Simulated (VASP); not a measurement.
# InSb3 (Pm-3m) in VASP: notebook, part 2 of 2

VASP 6.6.1. Earlier steps stand in the parts before.

**5. Relaxation of cell and atoms, PBEsol, target pressure 5 GPa, at which the enthalpy is minimised**

This run uses another cell than the first one, of 27.76 Å³/atom, 1.129 times its volume.

File INCAR:

```
SYSTEM = InSb3
  PREC = Accurate
  ENCUT = 600
  EDIFF = 1E-7
  ISMEAR = -1
  SIGMA = 0.05
  LREAL = .FALSE.
  LASPH = .TRUE.
  NELM = 60
  ALGO = Normal
  ISIF = 3
  LWAVE = .FALSE.
  LCHARG = .FALSE.
  GGA = PS
  IBRION = 2
  NSW = 80
  EDIFFG = -0.02
  PSTRESS = 50.0
```

File KPOINTS:

```
regular mesh
0
G
  6 6 6
  0 0 0
```

File POSCAR:

```
InSb3
1.0
    4.8063670000      0.0000000000      0.0000000000
    0.0000000000      4.8063670000      0.0000000000
    0.0000000000      0.0000000000      4.8063670000
Sb In
3 1
Direct
    0.5000000000      0.5000000000      0.0000000000
    0.0000000000      0.5000000000      0.5000000000
    0.5000000000      0.0000000000      0.5000000000
    0.0000000000      0.0000000000      0.0000000000
```

On the command line:

```
$ cat potpaw_PBE.64/Sb/POTCAR potpaw_PBE.64/In_d/POTCAR > POTCAR
$ mpirun -np 1 vasp_std > vasp.out
```

Run time: 3.3 min. Hardware: 1 thread of AMD EPYC 7R43 (Zen 3), shared host; peak memory 0.23 GiB.

The run converged. Its results:

```yaml
Free_energy: -15.9649 eV
Relaxed_volume: 24.61 Å³/atom
Relaxed_cell: a = 4.618 Å, b = 4.618 Å, c = 4.618 Å, α = 90.00°, β = 90.00°, γ = 90.00°
Space_group_after_relaxing_to_0.05_Å: Pm-3m (No. 221)
Energy_change_on_relaxing_the_enthalpy_is_what_falls: +13.7 meV/atom
Ionic_steps: 3
Pressure_after_relaxing: 4.9 GPa
Band_gap_on_the_k_mesh: zero (band 14 reaches 13.34 eV, above the bottom of band 15 at 7.96 eV)
```

The path:
```tsv
step	energy change (eV)	largest force (eV/Å)	pressure (GPa)	volume (Å³)
1	0.0000	0.0000	-2.69	111.03
2	0.4526	0.0000	12.59	90.96
3	0.0546	0.0000	4.93	98.46
```

Final structure:
```yaml
crystal:
  lattice:
    - [4.61762, 0.00000, 0.00000]
    - [0.00000, 4.61762, 0.00000]
    - [0.00000, 0.00000, 4.61762]
  atoms:
    - { symbol: Sb, position: [0.50000, 0.50000, 0.00000] }
    - { symbol: Sb, position: [0.00000, 0.50000, 0.50000] }
    - { symbol: Sb, position: [0.50000, 0.00000, 0.50000] }
    - { symbol: In, position: [0.00000, 0.00000, 0.00000] }
```

Levels at points of the mesh, in eV from the Fermi level:
```tsv
k point	band 12	band 13	band 14	band 15	band 16	band 17
(0.00, 0.00, 0.00)	-3.58	0.54	0.54	0.54	1.90	1.90
(0.50, 0.00, 0.00)	-2.43	-2.43	-1.30	-1.04	2.54	2.54
(0.50, 0.50, 0.00)	-1.65	-1.54	-1.23	-1.23	-0.24	0.90
(0.50, 0.50, 0.50)	-5.66	-5.07	4.15	4.15	4.24	4.24
```

Caveat: the cell is relaxed towards a set pressure, so the enthalpy falls and the energy may rise; the PAW data sets were made with another functional, which shifts forces and pressure a little; spin-orbit coupling is left out, which moves the levels of the heavy elements.

**6. Relaxation of cell and atoms, PBEsol, target pressure 10 GPa, at which the enthalpy is minimised**

This run uses another cell than the first one, of 27.76 Å³/atom, 1.129 times its volume.

File INCAR:

```
PREC = Accurate
ENCUT = 600
EDIFF = 1E-7
ISMEAR = -1
SIGMA = 0.05
LREAL = False
LASPH = True
NELM = 80
ALGO = Normal
ISIF = 3
LWAVE = False
LCHARG = False
GGA = PS
IBRION = 2
NSW = 80
EDIFFG = -0.02
PSTRESS = 100.0
```

File KPOINTS:

```
Automatic mesh
0
Gamma
  6 6 6
```

POSCAR is that of step 5.

Potentials or basis: VASP PAW PBE potentials, release 64 (Sb, In_d).

On the command line:

```
$ cat potpaw_PBE.64/Sb/POTCAR potpaw_PBE.64/In_d/POTCAR > POTCAR
$ mpirun -np 1 vasp_std > vasp.out
```

OUTCAR:

```text
PREC = Accurate
   ENCUT = 600
   EDIFF = 1E-7
   ISMEAR = -1
   LREAL = False
   LASPH = True
   NELM = 80
   ISIF = 3
   GGA = PS
   IBRION = 2
   NSW = 80
   EDIFFG = -0.02
   PSTRESS = 100.0

 ion  position               nearest neighbor table
   1  0.500  0.500  0.000-   2 3.40   3 3.40   4 3.40   2 3.40   3 3.40   3 3.40   4 3.40   3 3.40
                             2 3.40   4 3.40   2 3.40   4 3.40
   2  0.000  0.500  0.500-   1 3.40   3 3.40   4 3.40   1 3.40   4 3.40   3 3.40   4 3.40   4 3.40
                             1 3.40   3 3.40   1 3.40   3 3.40
   3  0.500  0.000  0.500-   1 3.40   2 3.40   4 3.40   1 3.40   4 3.40   1 3.40   2 3.40   1 3.40
                             2 3.40   4 3.40   4 3.40   2 3.40
   4  0.000  0.000  0.000-   1 3.40   2 3.40   3 3.40   2 3.40   3 3.40   1 3.40   2 3.40   2 3.40
                             1 3.40   3 3.40   3 3.40   1 3.40

  LATTYP: Found a simple cubic cell.
 ALAT       =     4.8063670000

  Lattice vectors:

[... 221 lines left out ...]

 val. band max:       12.3694024747   @ k =   0.1667   0.0000   0.0000
 cond. band min:      12.5588510595   @ k =   0.5000   0.5000   0.0000
 fundamental gap:      0.1894485848
 Fermi energy:        12.4000372852

 k-point     1 :       0.0000    0.0000    0.0000
  band No.  band energies     occupation
      1      -2.5809      2.00000
      2      -2.5167      2.00000
      3      -2.5167      2.00000
      4      -2.4386      2.00000
      5      -2.4386      2.00000
      6      -2.4386      2.00000
[... 488 lines left out ...]
--------------------------------------- Ionic step        4  -------------------------------------------

 number of electron      27.9999999 magnetization

 Free energy of the ion-electron system (eV)
  ---------------------------------------------------
  ext. energy  EPLUGINS =         0.00000000
  ---------------------------------------------------
  free energy    TOTEN  =       -15.72768774 eV

  energy without entropy =      -15.70596799  energy(sigma->0) =      -15.71682786

 E-fermi :   9.9261     XC(G=0): -10.9658

 val. band max:        9.9177409048   @ k =   0.5000   0.3333   0.0000
 cond. band min:       9.9341127291   @ k =   0.1667   0.0000   0.0000
 fundamental gap:      0.0163718242
 Fermi energy:         9.9260832224

 k-point     1 :       0.0000    0.0000    0.0000
  band No.  band energies     occupation
      1      -4.6361      2.00000
      2      -4.6361      2.00000
      3      -4.5973      2.00000
      4      -4.5973      2.00000
      5      -4.5973      2.00000
      6      -3.5584      2.00000
[... 444 lines left out ...]
  energy  without entropy=      -15.7059679886  energy(sigma->0) =      -15.71682786

  enthalpy is  TOTEN    =        -9.9071040132 eV   P V=        5.8205837237

 reached required accuracy - stopping structural energy minimisation
```

Run time: 4 min. Hardware: 1 thread of AMD EPYC 7R43 (Zen 3), shared host; peak memory 0.24 GiB.

What came out:

```
Free energy                                            : -15.7277 eV
Relaxed volume                                         : 23.31 Å³/atom
Relaxed cell                                           : a = 4.535 Å, b = 4.535 Å, c = 4.535 Å, α = 90.00°, β = 90.00°, γ = 90.00°
Space group after relaxing (to 0.05 Å)                 : Pm-3m (No. 221)
Energy change on relaxing (the enthalpy is what falls) : +73.0 meV/atom
Ionic steps                                            : 4
Pressure after relaxing                                : 9.9 GPa
Band gap on the k mesh                                 : zero (band 14 reaches 14.39 eV, above the bottom of band 15 at 8.64 eV)
```

Step by step:
| step | energy change (eV) | largest force (eV/Å) | pressure (GPa) | volume (Å³) |
| --- | --- | --- | --- | --- |
| 1 | 0.0000 | 0.0000 | -2.69 | 111.03 |
| 2 | 2.0305 | 0.0000 | 33.20 | 79.31 |
| 3 | 0.2703 | 0.0000 | 9.53 | 93.61 |
| 4 | 0.2918 | 0.0000 | 9.91 | 93.26 |

Final structure:
```xyz
4
Lattice="4.5348 0.0000 0.0000 0.0000 4.5348 0.0000 0.0000 0.0000 4.5348" Properties=species:S:1:pos:R:3 pbc="T T T"
Sb    2.2674    2.2674    0.0000
Sb    0.0000    2.2674    2.2674
Sb    2.2674    0.0000    2.2674
In    0.0000    0.0000    0.0000
```

Caveat: the cell is relaxed towards a set pressure, so the enthalpy falls and the energy may rise; the volume moved by over 15 % at a fixed basis, so the end points are rough; the PAW data sets were made with another functional, which shifts forces and pressure a little; spin-orbit coupling is left out, which moves the levels of the heavy elements.

**7. Summary**

| task | cell | cutoff (eV) | gap on the mesh (eV) | pressure (GPa) |
| --- | --- | --- | --- | --- |
| single point | a = 4.616 Å, 4 atoms | 520 | none | 5.0 |
| single point | a = 4.727 Å, 4 atoms | 520 | none | 0.0 |
| relaxation of cell and atoms | relaxed from a = 4.806 Å, 4 atoms | 600 | none | 0.0 |
| relaxation of cell and atoms | relaxed to 5 GPa from a = 4.806 Å, 4 atoms | 600 | none | 4.9 |
| relaxation of cell and atoms | relaxed to 10 GPa from a = 4.806 Å, 4 atoms | 600 | none | 9.9 |

Alike in all rows: level PBEsol; potentials or basis VASP PAW PBE potentials, release 64 (Sb, In_d); no spin polarisation; k mesh 6 × 6 × 6; smearing fermi-dirac 0.05 eV.

Caveats: the PAW data sets were made with another functional, which shifts forces and pressure a little; spin-orbit coupling is left out, which moves the levels of the heavy elements; the cell is relaxed towards a set pressure, so the enthalpy falls and the energy may rise (some runs); the volume moved by over 15 % at a fixed basis, so the end points are rough (some runs).

Total energies depend on the potentials used, so only differences within one code and one set of settings carry meaning.
